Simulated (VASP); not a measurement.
# GaGe3 in VASP: a series of runs

Aim: see how the results for GaGe3 move with the level of theory and the settings. Levels: PBE, LDA. Tasks: single point.

Everything below comes from runs of VASP 6.6.1. Logs are shortened: lines on timing, memory, paths and dates and some standing lists are left out, and cuts for length are marked.

## (1) The cell of the first run

The structure is cubic, space group Fm-3m (No. 225). The conventional cell has a = 6.863 Å, b = 6.863 Å, c = 6.863 Å, α = 90.00°, β = 90.00°, γ = 90.00°. Within 3.9 Å of Ge (site symmetry m-3m) lie 8 Ge at 2.97 Å and 6 Ga at 3.43 Å. Ge (site symmetry -43m) has 10 Ge at 2.97 to 3.43 Å and 4 Ga at 2.97 Å within 3.9 Å. Ga (site symmetry m-3m) has 14 Ge at 2.97 to 3.43 Å within 3.9 Å.

## (2) Single point, PBE

The input, INCAR:

```
ALGO = Normal
EDIFF = 1E-6
ENCUT = 520
GGA = PE
ISIF = 2
ISMEAR = -1
LASPH = True
LCHARG = False
LREAL = False
LWAVE = False
NBANDS = 36
NELM = 80
PREC = Accurate
SIGMA = 0.05
```

The input, KPOINTS:

```
k-points
0
Gamma
  7 7 7
```

The input, POSCAR:

```
GaGe3
1.0
    0.0000000000      3.4317400984      3.4317400984
    3.4317400984      0.0000000000      3.4317400984
    3.4317400984      3.4317400984      0.0000000000
Ge Ga
3 1
Direct
    0.5000000000      0.5000000000      0.5000000000
    0.7500000000      0.7500000000      0.7500000000
    0.2500000000      0.2500000000      0.2500000000
    0.0000000000      0.0000000000      0.0000000000
```

Potentials or basis: VASP PAW PBE potentials, release 64 (Ge_d, Ga_d).

The run is started by

```console
$ cat potpaw_PBE.64/Ge_d/POTCAR potpaw_PBE.64/Ga_d/POTCAR > POTCAR
$ mpirun -np 1 vasp_std > vasp.out
```

OUTCAR:

```text
EDIFF = 1E-6
   ENCUT = 520
   GGA = PE
   ISIF = 2
   ISMEAR = -1
   LASPH = True
   LREAL = False
   NELM = 80
   PREC = Accurate

 ion  position               nearest neighbor table
   1  0.500  0.500  0.500-
   2  0.750  0.750  0.750-
   3  0.250  0.250  0.250-
   4  0.000  0.000  0.000-

  LATTYP: Found a face centered cubic cell.
 ALAT       =     6.8634801968

  Lattice vectors:

 A1 = (   0.0000000000,   3.4317400984,   3.4317400984)
 A2 = (   3.4317400984,   0.0000000000,   3.4317400984)
 A3 = (   3.4317400984,   3.4317400984,   0.0000000000)

Analysis of symmetry for initial positions (statically):
=====================================================================
 Subroutine PRICEL returns:
 Original cell was already a primitive cell.

 Routine SETGRP: Setting up the symmetry group for a
 face centered cubic supercell.

 Subroutine GETGRP returns: Found 48 space group operations
 (whereof 48 operations were pure point group operations)
 out of a pool of 48 trial point group operations.

The static configuration has the point symmetry O_h .

Analysis of symmetry for dynamics (positions and initial velocities):
=====================================================================
 Subroutine PRICEL returns:
 Original cell was already a primitive cell.

 Routine SETGRP: Setting up the symmetry group for a
 face centered cubic supercell.

 Subroutine GETGRP returns: Found 48 space group operations
 (whereof 48 operations were pure point group operations)
 out of a pool of 48 trial point group operations.

The dynamic configuration has the point symmetry O_h .

 Subroutine INISYM returns: Found 48 space group operations
 (whereof 48 operations are pure point group operations),
 and found     1 'primitive' translations

----------------------------------------------------------------------------------------

                                     Primitive cell

  volume of cell :      80.8301

  direct lattice vectors                    reciprocal lattice vectors
     0.000000000  3.431740098  3.431740098    -0.145698679  0.145698679  0.145698679
     3.431740098  0.000000000  3.431740098     0.145698679 -0.145698679  0.145698679
     3.431740098  3.431740098  0.000000000     0.145698679  0.145698679 -0.145698679

  length of vectors
     4.853213390  4.853213390  4.853213390     0.252357515  0.252357515  0.252357515

  position of ions in fractional coordinates (direct lattice)
     0.500000000  0.500000000  0.500000000
     0.750000000  0.750000000  0.750000000
     0.250000000  0.250000000  0.250000000
     0.000000000  0.000000000  0.000000000

  ion indices of the primitive-cell ions
   primitive index   ion index
                 1           1
                 2           2
                 3           3
                 4           4

----------------------------------------------------------------------------------------

 KPOINTS: k-points

Automatic generation of k-mesh.
 Grid dimensions read from file:
 generate k-points for:    7    7    7

 Generating k-lattice:

  Cartesian coordinates                     Fractional coordinates (reciprocal lattice)
    -0.020814097  0.020814097  0.020814097     0.142857143  0.000000000  0.000000000
     0.020814097 -0.020814097  0.020814097     0.000000000  0.142857143  0.000000000
     0.020814097  0.020814097 -0.020814097     0.000000000  0.000000000  0.142857143

  Length of vectors
     0.036051074  0.036051074  0.036051074

  Shift w.r.t. Gamma in fractional coordinates (k-lattice)
     0.000000000  0.000000000  0.000000000

 Subroutine IBZKPT returns following result:
 ===========================================

 Found     20 irreducible k-points:

 Following reciprocal coordinates:
            Coordinates               Weight
  0.000000  0.000000  0.000000      1.000000
  0.142857  0.000000  0.000000      8.000000
  0.285714  0.000000  0.000000      8.000000
  0.428571  0.000000  0.000000      8.000000
  0.142857  0.142857  0.000000      6.000000
  0.285714  0.142857  0.000000     24.000000
[... 12 lines left out ...]
 -0.428571  0.428571  0.142857     24.000000
 -0.285714  0.428571  0.142857     24.000000
   k-points           NKPTS =     20   k-points in BZ     NKDIM =     20   number of bands    NBANDS=     36
   number of dos      NEDOS =    301   number of ions     NIONS =      4
   total plane-waves  NPLWV =  46656
   dimension x,y,z NGX =    36 NGY =   36 NGZ =   36
   dimension x,y,z NGXF=    72 NGYF=   72 NGZF=   72
   ions per type =               3   1
   NGX,Y,Z   is equivalent  to a cutoff of  12.33, 12.33, 12.33 a.u.
   NGXF,Y,Z  is equivalent  to a cutoff of  24.66, 24.66, 24.66 a.u.
 SYSTEM =  unknown system
   PREC   = accura    normal or accurate (medium, high low for compatibility)
   ISTART =      0    job   : 0-new  1-cont  2-samecut
   ICHARG =      2    charge: 1-file 2-atom 10-const
   ISPIN  =      1    spin polarized calculation?
   LNONCOLLINEAR =      F non collinear calculations
   LSORBIT =      F    spin-orbit coupling
   LASPH  =      T    aspherical Exc in radial PAW
   ENCUT  =  520.0 eV  38.22 Ry    6.18 a.u.   9.02  9.02  9.02*2*pi/ulx,y,z
   NELM   =     80;   NELMIN=  2; NELMDL= -5     # of ELM steps
   EDIFF  = 0.1E-05   stopping-criterion for ELM
   LREAL  =      F    real-space projection
   EDIFFG = 0.1E-04   stopping-criterion for IOM
   NSW    =      0    number of steps for IOM
   IBRION =     -1    ionic relax: 0-MD 1-quasi-New 2-CG
   NFREE  =      0    steps in history (QN), initial steepest desc. (CG)
   ISIF   =      2    stress and relaxation
   ISYM   =      2    0-nonsym 1-usesym 2-fastsym
   POTIM  = 0.5000    time-step for ionic-motion
   TEBEG  =    0.0;   TEEND  =   0.0 temperature during run
   PSTRESS=    0.0 pullay stress
   NELECT =      55.0000    total number of electrons
   NUPDOWN=      -1.0000    fix difference up-down
   EMIN   =  10.00;   EMAX   =-10.00  energy-range for DOS
   EFERMI =   0.00;   METHOD = LEGACY
   ISMEAR =    -1;   SIGMA  =   0.05  broadening in eV -4-tet -1-fermi 0-gaus
   EFERMI_NEDOS =   21; number of points for ismear=-14 and -15
   IALGO  =     38    algorithm
   IMIX   =      4    mixing-type and parameters
     AMIX     =   0.40;   BMIX     =  1.00
     AMIX_MAG =   1.60;   BMIX_MAG =  1.00
  volume/ion in A,a.u.               =      20.21       136.37
  Fermi-wavevector in a.u.,A,eV,Ry     =   1.439919  2.721052 28.209860  2.073366
  Thomas-Fermi vector in A             =   2.558721
   LORBIT       =      0    0 simple, 1 ext, 2 COOP (PROOUT), +10 PAW based schemes
   GGA     = PE    functional components
   LHFCALC =     F    Hartree Fock is set to
   AEXX    =    0.0000 exact exchange contribution
   IVDW    =     0    specifies the selected vdW correction
   LEPSILON=     F    determine dielectric tensor
   LRPA    =     F    only Hartree local field effects (RPA)
 non-spin polarized calculation
  energy-cutoff  :      520.00
  volume of cell :       80.83
 maximum number of plane-waves:      2197
   NGX = 17   NGY = 17   NGZ = 17

 number of electron      54.9999978 magnetization

 Free energy of the ion-electron system (eV)
  ---------------------------------------------------
  ext. energy  EPLUGINS =         0.00000000
  ---------------------------------------------------
  free energy    TOTEN  =       -15.49540798 eV

  energy without entropy =      -15.48426454  energy(sigma->0) =      -15.48983626

 E-fermi :   5.7185     XC(G=0): -10.8933

 val. band max:        5.6618271985   @ k =  -0.4286   0.1429   0.0000
 cond. band min:       5.7567266625   @ k =   0.4286   0.2857   0.0000
 fundamental gap:      0.0948994639
 Fermi energy:         5.7184771442

 k-point     1 :       0.0000    0.0000    0.0000
  band No.  band energies     occupation
      1     -18.9489      2.00000
      2     -18.9489      2.00000
      3     -18.9435      2.00000
      4     -18.9435      2.00000
      5     -18.9435      2.00000
      6     -18.9282      2.00000
[... 28 lines left out ...]
     35      10.5245      0.00000
     36      15.0752      0.00000

 k-point     2 :       0.1429    0.0000    0.0000
  band No.  band energies     occupation
      1     -18.9468      2.00000
      2     -18.9468      2.00000
      3     -18.9468      2.00000
      4     -18.9455      2.00000
      5     -18.9455      2.00000
      6     -18.9259      2.00000
[... 28 lines left out ...]
     35      11.3581      0.00000
     36      13.6145      0.00000

 k-point     3 :       0.2857    0.0000    0.0000
  band No.  band energies     occupation
      1     -18.9517      2.00000
      2     -18.9517      2.00000
      3     -18.9479      2.00000
      4     -18.9377      2.00000
      5     -18.9377      2.00000
      6     -18.9221      2.00000
[... 28 lines left out ...]
     35      13.0098      0.00000
     36      13.0098      0.00000

 k-point     4 :       0.4286    0.0000    0.0000
  band No.  band energies     occupation
      1     -18.9552      2.00000
      2     -18.9552      2.00000
      3     -18.9439      2.00000
      4     -18.9274      2.00000
      5     -18.9274      2.00000
      6     -18.9198      2.00000
[... 28 lines left out ...]
     35      11.3887      0.00000
     36      12.9279      0.00000

 k-point     5 :       0.1429    0.1429    0.0000
  band No.  band energies     occupation
      1     -18.9496      2.00000
      2     -18.9496      2.00000
      3     -18.9463      2.00000
      4     -18.9442      2.00000
      5     -18.9407      2.00000
      6     -18.9286      2.00000
[... 499 lines left out ...]
 k-point    18 :      -0.4286    0.2857    0.1429
  band No.  band energies     occupation
      1     -18.9560      2.00000
      2     -18.9531      2.00000
      3     -18.9452      2.00000
      4     -18.9316      2.00000
      5     -18.9291      2.00000
      6     -18.9224      2.00000
[... 28 lines left out ...]
     35      12.5938      0.00000
     36      13.0413      0.00000

 k-point    19 :      -0.4286    0.4286    0.1429
  band No.  band energies     occupation
      1     -18.9572      2.00000
      2     -18.9557      2.00000
      3     -18.9403      2.00000
      4     -18.9365      2.00000
      5     -18.9294      2.00000
      6     -18.9227      2.00000
[... 28 lines left out ...]
     35      12.2623      0.00000
     36      12.4732      0.00000

 k-point    20 :      -0.2857    0.4286    0.1429
  band No.  band energies     occupation
      1     -18.9567      2.00000
      2     -18.9505      2.00000
      3     -18.9475      2.00000
      4     -18.9331      2.00000
      5     -18.9272      2.00000
      6     -18.9236      2.00000
[... 28 lines left out ...]
     35      12.1848      0.00000
     36      12.4714      0.00000

------------------------ aborting loop because EDIFF is reached ----------------------------------------

  FORCE on cell =-STRESS in cart. coord.  units (eV):
  Direction    XX          YY          ZZ          XY          YZ          ZX
  --------------------------------------------------------------------------------------
  -------------------------------------------------------------------------------------
  Total       -1.2384642     -1.2384642     -1.2384642      0.0000000     -0.0000000      0.0000000
  in kB      -24.5482694    -24.5482694    -24.5482694      0.0000000     -0.0000000      0.0000000
  external PRESSURE =     -24.5482694 kB  Pullay stress =       0.0000000 kB

 VOLUME and BASIS-vectors are now :
 -----------------------------------------------------------------------------
  energy-cutoff  :      520.00
  volume of cell :       80.83
      direct lattice vectors                 reciprocal lattice vectors
     0.000000000  3.431740098  3.431740098    -0.145698679  0.145698679  0.145698679
     3.431740098  0.000000000  3.431740098     0.145698679 -0.145698679  0.145698679
     3.431740098  3.431740098  0.000000000     0.145698679  0.145698679 -0.145698679

 POSITION                                       TOTAL-FORCE (eV/Angst)
 -----------------------------------------------------------------------------------
      3.43174      3.43174      3.43174        -0.000000      0.000000      0.000000
      5.14761      5.14761      5.14761         0.000000      0.000000      0.000000
      1.71587      1.71587      1.71587        -0.000000     -0.000000     -0.000000
      0.00000      0.00000      0.00000        -0.000000      0.000000      0.000000
 -----------------------------------------------------------------------------------
    total drift:                                0.000000      0.000000      0.000000

  FREE ENERGIE OF THE ION-ELECTRON SYSTEM (eV)
  ---------------------------------------------------
  free  energy   TOTEN  =       -15.4954079835 eV

  energy  without entropy=      -15.4842645442  energy(sigma->0) =      -15.48983626
```

It took 38 s on 1 thread of AMD EPYC 9R45 (Zen 5), shared host; peak memory 0.19 GiB.

Results:

* Free energy: -15.4954 eV
* Pressure: -2.5 GPa

(Continued in part 2 of 2.)
